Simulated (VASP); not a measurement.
Write the native input for VASP 6.6.1 that does the following.

```yaml
Task: single point
Functional: PBEsol
Potentials_or_basis: VASP PAW PBE potentials, release 64 (Sn_d, O)
Cutoff: 520 eV
k_mesh: 6 × 6 × 6
Occupations: gaussian, width 0.05 eV
Spin: no spin polarisation
Dipole_correction: no
Further_INCAR_settings: ALGO = Normal; EDIFF = 1e-06; NBANDS = 64
```

The structure of SnO2 lies in POSCAR:

```
SnO2
1.0
    3.1879102552      1.8405408440      4.6575368829
   -3.1879102552      1.8405408440      4.6575368829
    0.0000000000     -3.6810816880      4.6575368829
Sn O
4 8
Direct
    0.8646807174      0.8646807174      0.8646807174
    0.3648245829      0.3648245829      0.8648190111
    0.3648245829      0.8648190111      0.3648245829
    0.8648190111      0.3648245829      0.3648245829
    0.1235003534      0.6233501671      0.6233501671
    0.6233501671      0.1235003534      0.6233501671
    0.6233501671      0.6233501671      0.1235003534
    0.6062113146      0.6062113146      0.6062113146
    0.1234715296      0.1234715296      0.1234715296
    0.1060883083      0.1060883083      0.6062369573
    0.1060883083      0.6062369573      0.1060883083
    0.6062369573      0.1060883083      0.1060883083
```

This cell differs from its parent crystal: volume 13.664 Å^3 an atom, c/a of the conventional cell 2.1915.

These files were run (other wordings do the same):

INCAR

```
ALGO = Normal
EDIFF = 1E-6
ENCUT = 520
GGA = PS
ISIF = 2
ISMEAR = 0
LASPH = T
LCHARG = F
LREAL = F
LWAVE = F
NBANDS = 64
NELM = 100
PREC = Accurate
SIGMA = 0.05
```

KPOINTS

```
k-points
0
Gamma
  6 6 6
```

Potentials or basis: VASP PAW PBE potentials, release 64 (Sn_d, O).

Command:

```bash
$ cat potpaw_PBE.64/Sn_d/POTCAR potpaw_PBE.64/O/POTCAR > POTCAR
$ mpirun -np 1 vasp_std > vasp.out
```

It gave:

- Pressure: -1.8 GPa
- Largest force: 0.495 eV/Å
- Band gap on the k mesh: 1.94 eV

Caveat: the PAW data sets were made with another functional, which shifts forces and pressure a little; spin-orbit coupling is left out, which moves the levels of the heavy elements.

Run time: 5.5 min on 1 thread of Intel(R) Xeon(R) Platinum 8259CL CPU @ 2.50GHz (Skylake/Cascade Lake) (shared host), peak memory 0.45 GiB.
